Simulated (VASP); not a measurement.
# Cs2ZnAs2 (P-3m1) in VASP: further runs

The runs below take Cs2ZnAs2 through single point, relaxation of cell and atoms, with PBE.

Everything below comes from runs of VASP 6.6.1. Logs are shortened: lines on timing, memory, paths and dates and some standing lists are left out, and cuts for length are marked.

## Step 1: The cell of the first run

Symmetry: P-3m1, No. 164, trigonal system. The conventional cell has a = 4.712 Å, b = 4.712 Å, c = 11.369 Å, α = 90.00°, β = 90.00°, γ = 120.00°. Within 4.8 Å of Cs (site symmetry 3m) lie 4 As at 3.58 to 3.78 Å and 3 Zn at 4.12 Å and 6 Cs at 4.71 Å. Within 3.6 Å of Zn (site symmetry -3m) lie 6 As at 2.76 Å. As (site symmetry 3m) has 3 Zn at 2.76 Å and 3 As at 2.88 Å and 1 Cs at 3.58 Å within 3.6 Å.

## Step 2: Single point, PBE

Input file INCAR:

```
  PREC = Accurate
  ENCUT = 520
  EDIFF = 1E-6
  ISMEAR = 0
  SIGMA = 0.1
  LREAL = F
  LASPH = T
  NELM = 80
  ALGO = Normal
  ISIF = 2
  LWAVE = F
  LCHARG = F
  GGA = PE
  NBANDS = 28
```

Input file KPOINTS:

```
Automatic mesh
0
Gamma
  6 6 2
```

Input file POSCAR:

```
Cs2ZnAs2
1.0
    4.7121616250      0.0000000000      0.0000000000
   -2.3560808125      4.0808516740      0.0000000000
    0.0000000000      0.0000000000     11.3688574496
Cs Zn As
2 1 2
Direct
    0.3333333333      0.6666666667      0.7274379216
    0.6666666667      0.3333333333      0.2725620784
    0.0000000000      0.0000000000      0.0000000000
    0.3333333333      0.6666666667      0.0419613483
    0.6666666667      0.3333333333      0.9580386517
```

Potentials or basis: VASP PAW PBE potentials, release 64 (Cs_sv, Zn, As).

Command:

```console
$ cat potpaw_PBE.64/Cs_sv/POTCAR potpaw_PBE.64/Zn/POTCAR potpaw_PBE.64/As/POTCAR > POTCAR
$ mpirun -np 1 vasp_std > vasp.out
```

OUTCAR:

```text
PREC = Accurate
   ENCUT = 520
   EDIFF = 1E-6
   ISMEAR = 0
   LREAL = F
   LASPH = T
   NELM = 80
   ISIF = 2
   GGA = PE

 ion  position               nearest neighbor table
   1  0.333  0.667  0.727-
   2  0.667  0.333  0.273-
   3  0.000  0.000  0.000-   4 2.76   5 2.76   5 2.76   4 2.76   5 2.76   4 2.76
   4  0.333  0.667  0.042-   3 2.76   3 2.76   3 2.76   5 2.88   5 2.88   5 2.88
   5  0.667  0.333  0.958-   3 2.76   3 2.76   3 2.76   4 2.88   4 2.88   4 2.88

  LATTYP: Found a hexagonal cell.
 ALAT       =     4.7121616250
 C/A-ratio  =     2.4126628826

  Lattice vectors:

 A1 = (   4.7121616250,   0.0000000000,   0.0000000000)
 A2 = (  -2.3560808125,   4.0808516740,   0.0000000000)
 A3 = (   0.0000000000,   0.0000000000,  11.3688574496)

Analysis of symmetry for initial positions (statically):
=====================================================================
 Subroutine PRICEL returns:
 Original cell was already a primitive cell.

 Routine SETGRP: Setting up the symmetry group for a
 hexagonal supercell.

 Subroutine GETGRP returns: Found 12 space group operations
 (whereof 12 operations were pure point group operations)
 out of a pool of 24 trial point group operations.

The static configuration has the point symmetry D_3d.

Analysis of symmetry for dynamics (positions and initial velocities):
=====================================================================
 Subroutine PRICEL returns:
 Original cell was already a primitive cell.

 Routine SETGRP: Setting up the symmetry group for a
 hexagonal supercell.

 Subroutine GETGRP returns: Found 12 space group operations
 (whereof 12 operations were pure point group operations)
 out of a pool of 24 trial point group operations.

The dynamic configuration has the point symmetry D_3d.

 Subroutine INISYM returns: Found 12 space group operations
 (whereof 12 operations are pure point group operations),
 and found     1 'primitive' translations

----------------------------------------------------------------------------------------

                                     Primitive cell

  volume of cell :     218.6190

  direct lattice vectors                    reciprocal lattice vectors
     4.712161625  0.000000000  0.000000000     0.212216829  0.122523444  0.000000000
    -2.356080813  4.080851674  0.000000000     0.000000000  0.245046887  0.000000000
     0.000000000  0.000000000 11.368857450     0.000000000  0.000000000  0.087959586

  length of vectors
     4.712161625  4.712161625 11.368857450     0.245046887  0.245046887  0.087959586

  position of ions in fractional coordinates (direct lattice)
     0.333333333  0.666666667  0.727437922
     0.666666667  0.333333333  0.272562078
     0.000000000  0.000000000  0.000000000
     0.333333333  0.666666667  0.041961348
     0.666666667  0.333333333  0.958038652

  ion indices of the primitive-cell ions
   primitive index   ion index
                 1           1
                 2           2
                 3           3
                 4           4
                 5           5

----------------------------------------------------------------------------------------

 KPOINTS: Automatic mesh

Automatic generation of k-mesh.
 Grid dimensions read from file:
 generate k-points for:    6    6    2

 Generating k-lattice:

  Cartesian coordinates                     Fractional coordinates (reciprocal lattice)
     0.035369472  0.020420574  0.000000000     0.166666667  0.000000000  0.000000000
     0.000000000  0.040841148  0.000000000     0.000000000  0.166666667  0.000000000
     0.000000000  0.000000000  0.043979793     0.000000000  0.000000000  0.500000000

  Length of vectors
     0.040841148  0.040841148  0.043979793

  Shift w.r.t. Gamma in fractional coordinates (k-lattice)
     0.000000000  0.000000000  0.000000000

 Subroutine IBZKPT returns following result:
 ===========================================

 Found     14 irreducible k-points:

 Following reciprocal coordinates:
            Coordinates               Weight
  0.000000  0.000000  0.000000      1.000000
  0.166667 -0.000000  0.000000      6.000000
  0.333333 -0.000000  0.000000      6.000000
  0.500000 -0.000000  0.000000      3.000000
  0.166667  0.166667  0.000000      6.000000
  0.333333  0.166667  0.000000     12.000000
  0.333333  0.333333  0.000000      2.000000
  0.000000  0.000000  0.500000      1.000000
  0.166667 -0.000000  0.500000      6.000000
  0.333333 -0.000000  0.500000      6.000000
  0.500000 -0.000000  0.500000      3.000000
  0.166667  0.166667  0.500000      6.000000
  0.333333  0.166667  0.500000     12.000000
  0.333333  0.333333  0.500000      2.000000
   k-points           NKPTS =     14   k-points in BZ     NKDIM =     14   number of bands    NBANDS=     28
   number of dos      NEDOS =    301   number of ions     NIONS =      5
   total plane-waves  NPLWV = 116640
   dimension x,y,z NGX =    36 NGY =   36 NGZ =   90
   dimension x,y,z NGXF=    72 NGYF=   72 NGZF=  180
   ions per type =               2   1   2
   NGX,Y,Z   is equivalent  to a cutoff of  12.70, 12.70, 13.16 a.u.
   NGXF,Y,Z  is equivalent  to a cutoff of  25.40, 25.40, 26.32 a.u.
 SYSTEM =  unknown system
   PREC   = accura    normal or accurate (medium, high low for compatibility)
   ISTART =      0    job   : 0-new  1-cont  2-samecut
   ICHARG =      2    charge: 1-file 2-atom 10-const
   ISPIN  =      1    spin polarized calculation?
   LNONCOLLINEAR =      F non collinear calculations
   LSORBIT =      F    spin-orbit coupling
   LASPH  =      T    aspherical Exc in radial PAW
   ENCUT  =  520.0 eV  38.22 Ry    6.18 a.u.   8.76  8.76 21.14*2*pi/ulx,y,z
   NELM   =     80;   NELMIN=  2; NELMDL= -5     # of ELM steps
   EDIFF  = 0.1E-05   stopping-criterion for ELM
   LREAL  =      F    real-space projection
   EDIFFG = 0.1E-04   stopping-criterion for IOM
   NSW    =      0    number of steps for IOM
   IBRION =     -1    ionic relax: 0-MD 1-quasi-New 2-CG
   NFREE  =      0    steps in history (QN), initial steepest desc. (CG)
   ISIF   =      2    stress and relaxation
   ISYM   =      2    0-nonsym 1-usesym 2-fastsym
   POTIM  = 0.5000    time-step for ionic-motion
   TEBEG  =    0.0;   TEEND  =   0.0 temperature during run
   PSTRESS=    0.0 pullay stress
   NELECT =      40.0000    total number of electrons
   NUPDOWN=      -1.0000    fix difference up-down
   EMIN   =  10.00;   EMAX   =-10.00  energy-range for DOS
   EFERMI =   0.00;   METHOD = LEGACY
   ISMEAR =     0;   SIGMA  =   0.10  broadening in eV -4-tet -1-fermi 0-gaus
   EFERMI_NEDOS =   21; number of points for ismear=-14 and -15
   IALGO  =     38    algorithm
   IMIX   =      4    mixing-type and parameters
     AMIX     =   0.40;   BMIX     =  1.00
     AMIX_MAG =   1.60;   BMIX_MAG =  1.00
  volume/ion in A,a.u.               =      43.72       295.06
  Fermi-wavevector in a.u.,A,eV,Ry     =   0.929392  1.756296 11.752295  0.863769
  Thomas-Fermi vector in A             =   2.055670
   LORBIT       =      0    0 simple, 1 ext, 2 COOP (PROOUT), +10 PAW based schemes
   GGA     = PE    functional components
   LHFCALC =     F    Hartree Fock is set to
   AEXX    =    0.0000 exact exchange contribution
   IVDW    =     0    specifies the selected vdW correction
   LEPSILON=     F    determine dielectric tensor
   LRPA    =     F    only Hartree local field effects (RPA)
 non-spin polarized calculation
 Gauss-broadening in eV      SIGMA  =   0.10
  energy-cutoff  :      520.00
  volume of cell :      218.62
 maximum number of plane-waves:      5912
 NGX is ok and might be reduce to    36
   NGX = 17   NGY = 17   NGZ = 43

 number of electron      39.9999991 magnetization

 Free energy of the ion-electron system (eV)
  ---------------------------------------------------
  ext. energy  EPLUGINS =         0.00000000
  ---------------------------------------------------
  free energy    TOTEN  =       -12.50690624 eV

  energy without entropy =      -12.48463243  energy(sigma->0) =      -12.49576934

 E-fermi :   2.0976     XC(G=0):  -7.3659

 val. band max:        2.0518874901   @ k =   0.1667   0.1667   0.0000
 cond. band min:       2.1541756452   @ k =   0.3333   0.1667   0.0000
 fundamental gap:      0.1022881551
 Fermi energy:         2.0976420355

 k-point     1 :       0.0000    0.0000    0.0000
  band No.  band energies     occupation
      1     -21.1088      2.00000
      2     -21.1066      2.00000
      3     -10.7359      2.00000
      4      -7.9959      2.00000
      5      -7.8014      2.00000
      6      -7.8014      2.00000
[... 20 lines left out ...]
     27       5.3522      0.00000
     28       5.3892      0.00000

 k-point     2 :       0.1667   -0.0000    0.0000
  band No.  band energies     occupation
      1     -21.1009      2.00000
      2     -21.0990      2.00000
      3     -10.5439      2.00000
      4      -7.9936      2.00000
      5      -7.9208      2.00000
      6      -7.9130      2.00000
[... 20 lines left out ...]
     27       5.3372      0.00000
     28       5.6710      0.00000

 k-point     3 :       0.3333   -0.0000    0.0000
  band No.  band energies     occupation
      1     -21.0850      2.00000
      2     -21.0838      2.00000
      3     -10.0137      2.00000
      4      -8.2984      2.00000
      5      -8.1115      2.00000
      6      -7.9354      2.00000
[... 20 lines left out ...]
     27       5.6218      0.00000
     28       5.9425      0.00000

 k-point     4 :       0.5000   -0.0000    0.0000
  band No.  band energies     occupation
      1     -21.0770      2.00000
      2     -21.0763      2.00000
      3      -9.5086      2.00000
      4      -8.6956      2.00000
      5      -8.1939      2.00000
      6      -8.0696      2.00000
[... 268 lines left out ...]
     27       5.0791      0.00000
     28       5.1878      0.00000

 k-point    13 :       0.3333    0.1667    0.5000
  band No.  band energies     occupation
      1     -21.0767      2.00000
      2     -21.0766      2.00000
      3      -9.5695      2.00000
      4      -8.5721      2.00000
      5      -8.1435      2.00000
      6      -8.0505      2.00000
[... 20 lines left out ...]
     27       5.3934      0.00000
     28       5.5554      0.00000

 k-point    14 :       0.3333    0.3333    0.5000
  band No.  band energies     occupation
      1     -21.0727      2.00000
      2     -21.0727      2.00000
      3      -9.0183      2.00000
      4      -9.0183      2.00000
      5      -8.1084      2.00000
      6      -8.0991      2.00000
[... 20 lines left out ...]
     27       5.3727      0.00000
     28       5.3727      0.00000

------------------------ aborting loop because EDIFF is reached ----------------------------------------

  FORCE on cell =-STRESS in cart. coord.  units (eV):
  Direction    XX          YY          ZZ          XY          YZ          ZX
  --------------------------------------------------------------------------------------
  -------------------------------------------------------------------------------------
  Total        0.0580306      0.0580306      0.2012755     -0.0000000      0.0000000      0.0000000
  in kB        0.4252847      0.4252847      1.4750738     -0.0000000      0.0000000      0.0000000
  external PRESSURE =       0.7752144 kB  Pullay stress =       0.0000000 kB

 VOLUME and BASIS-vectors are now :
 -----------------------------------------------------------------------------
  energy-cutoff  :      520.00
  volume of cell :      218.62
      direct lattice vectors                 reciprocal lattice vectors
     4.712161625  0.000000000  0.000000000     0.212216829  0.122523444  0.000000000
    -2.356080813  4.080851674  0.000000000     0.000000000  0.245046887  0.000000000
     0.000000000  0.000000000 11.368857450     0.000000000  0.000000000  0.087959586

 POSITION                                       TOTAL-FORCE (eV/Angst)
 -----------------------------------------------------------------------------------
     -0.00000      2.72057      8.27014        -0.000000     -0.000000     -0.014009
      2.35608      1.36028      3.09872         0.000000      0.000000      0.014009
      0.00000      0.00000      0.00000        -0.000000      0.000000      0.000000
     -0.00000      2.72057      0.47705         0.000000      0.000000      0.006633
      2.35608      1.36028     10.89180        -0.000000     -0.000000     -0.006633
 -----------------------------------------------------------------------------------
    total drift:                               -0.000000      0.000000     -0.000000

  FREE ENERGIE OF THE ION-ELECTRON SYSTEM (eV)
  ---------------------------------------------------
  free  energy   TOTEN  =       -12.5069062410 eV

  energy  without entropy=      -12.4846324292  energy(sigma->0) =      -12.49576934
```

Run time: 79 s. Hardware: 1 thread of Intel Xeon Platinum 8259CL at 2.50GHz (Skylake/Cascade Lake), shared host; peak memory 0.38 GiB.

Results:

```yaml
Free_energy: -12.5069 eV
Pressure: 0.1 GPa
Largest_force: 0.014 eV/Å
Band_gap_on_the_k_mesh: zero (bands 20 and 21 overlap by 1.54 eV)
```

Forces on the atoms (eV/Å):
```
Cs   0.000  0.000 -0.014
Cs   0.000  0.000  0.014
Zn   0.000  0.000  0.000
As   0.000  0.000  0.007
As   0.000  0.000 -0.007
```

Caveat: spin-orbit coupling is left out, which moves the levels of the heavy elements.

## Step 3: Relaxation of cell and atoms, PBE

This run uses another cell than the first one, of 32.64 Å³/atom.

Input file INCAR:

```
SYSTEM = Cs2ZnAs2
PREC = Accurate
ENCUT = 600
EDIFF = 1E-6
ISMEAR = 0
SIGMA = 0.1
LREAL = .False.
LASPH = .True.
NELM = 80
ALGO = Normal
ISIF = 3
LWAVE = .False.
LCHARG = .False.
GGA = PE
IBRION = 2
NSW = 90
EDIFFG = -0.04
```

Input file KPOINTS:

```
Automatic mesh
0
Gamma
  6 6 2
  0 0 0
```

Input file POSCAR:

```
Cs2ZnAs2
1.0
    4.8056919119      0.0000000000      0.0000000000
   -2.4028459560      4.1618512785      0.0000000000
    0.0000000000      0.0000000000      8.1591234332
Cs Zn As
2 1 2
Direct
    0.3333333333      0.6666666667      0.6200000000
    0.6666666667      0.3333333333      0.3800000000
    0.0000000000      0.0000000000      0.0000000000
    0.3333333333      0.6666666667      0.2600000000
    0.6666666667      0.3333333333      0.7400000000
```

Potentials or basis: VASP PAW PBE potentials, release 64 (Cs_sv, Zn, As).

Command:

```console
$ cat potpaw_PBE.64/Cs_sv/POTCAR potpaw_PBE.64/Zn/POTCAR potpaw_PBE.64/As/POTCAR > POTCAR
$ mpirun -np 1 vasp_std > vasp.out
```

Wall time 40 min (1 thread of Intel Xeon Platinum 8259CL at 2.50GHz (Skylake/Cascade Lake), shared host); peak memory 0.39 GiB.

Results (log left out):

* Free energy: -12.4956 eV
* Relaxed volume: 44.08 Å³/atom
* Relaxed cell: a = 4.721 Å, b = 4.721 Å, c = 11.416 Å, α = 90.00°, β = 90.00°, γ = 120.00°
* Space group after relaxing (to 0.1 Å): P-3m1 (No. 164)
* Energy gained by relaxing: 1164.6 meV/atom
* Ionic steps: 50
* Pressure after relaxing: 0.0 GPa
* Largest force after relaxing: 0.021 eV/Å
* Band gap on the k mesh: zero (bands 20 and 21 overlap by 1.52 eV)

Forces on the atoms (eV/Å):
```
Cs   0.000  0.000 -0.021
Cs   0.000  0.000  0.021
Zn   0.000  0.000  0.000
As   0.000  0.000  0.017
As   0.000  0.000 -0.017
```

Stress tensor (GPa, compression positive):
```
-0.07  0.00  0.00
 0.00 -0.07  0.00
 0.00  0.00  0.11
```

Step by step:
| step | energy change (eV) | largest force (eV/Å) | pressure (GPa) | volume (Å³) |
| --- | --- | --- | --- | --- |
| 1 | 0.0000 | 3.4715 | 8.88 | 163.19 |
| 3 | -2.1595 | 1.1182 | -0.40 | 222.48 |
| 5 | -2.2084 | 0.8444 | -1.08 | 237.22 |
| 7 | -2.4137 | 0.9744 | -1.08 | 227.59 |
| 9 | -3.8920 | 1.2267 | 1.73 | 162.28 |
| 11 | -4.1075 | 0.7663 | 1.74 | 162.78 |
| 13 | -4.7914 | 0.6004 | -1.54 | 188.63 |
| 15 | -4.9346 | 0.5091 | -2.86 | 206.70 |
| 17 | -5.1852 | 0.4459 | -2.36 | 196.04 |
| 19 | -5.2222 | 0.7426 | 1.89 | 178.59 |
| 21 | -5.4578 | 0.4498 | -0.73 | 180.69 |
| 23 | -5.4961 | 0.2495 | 0.36 | 172.28 |
| 25 | -5.5517 | 0.1699 | 0.31 | 173.67 |
| 27 | -5.5740 | 0.2223 | -0.01 | 177.57 |
| 29 | -5.6102 | 0.2901 | -0.59 | 187.76 |
| 31 | -5.6636 | 0.1697 | 0.68 | 189.15 |
| 33 | -5.7254 | 0.2054 | 0.71 | 200.65 |
| 35 | -5.7968 | 0.0721 | -0.12 | 231.32 |
| 37 | -5.8095 | 0.0077 | -0.03 | 229.09 |
| 39 | -5.8149 | 0.0558 | -0.02 | 227.40 |
| 41 | -5.8158 | 0.0461 | -0.07 | 227.31 |
| 43 | -5.8179 | 0.0425 | -0.01 | 225.19 |
| 45 | -5.8196 | 0.0599 | 0.15 | 221.95 |
| 47 | -5.8210 | 0.0553 | 0.13 | 221.41 |
| 49 | -5.8221 | 0.0437 | 0.05 | 220.20 |
| 50 | -5.8230 | 0.0213 | -0.01 | 220.39 |

Final structure:
```xyz
5
Lattice="4.7214 0.0000 0.0000 -2.3607 4.0888 0.0000 0.0000 0.0000 11.4162" Properties=species:S:1:pos:R:3 pbc="T T T"
Cs    0.0000    2.7259    8.3208
Cs    2.3607    1.3629    3.0954
Zn    0.0000    0.0000    0.0000
As    0.0000    2.7259    0.4757
As    2.3607    1.3629   10.9404
```

Levels at points of the mesh, in eV from the Fermi level:
| k point | band 17 | band 18 | band 19 | band 20 | band 21 | band 22 |
| --- | --- | --- | --- | --- | --- | --- |
| (0.00, 0.00, 0.00) | -2.53 | -2.53 | -1.43 | -1.25 | -1.25 | -0.92 |
| (0.50, 0.00, 0.00) | -4.30 | -2.34 | -1.82 | 0.07 | 1.06 | 1.51 |
| (0.00, 0.00, 0.50) | -2.53 | -2.53 | -1.27 | -1.25 | -1.25 | -0.82 |
| (0.50, 0.00, 0.50) | -4.30 | -2.33 | -1.81 | 0.12 | 1.04 | 1.07 |

Caveat: the k points lie up to 0.28 Å⁻¹ apart in the final cell, too coarse for converged energies and pressures of a metal; the volume moved by over 15 % at a fixed basis, so the end points are rough; spin-orbit coupling is left out, which moves the levels of the heavy elements.
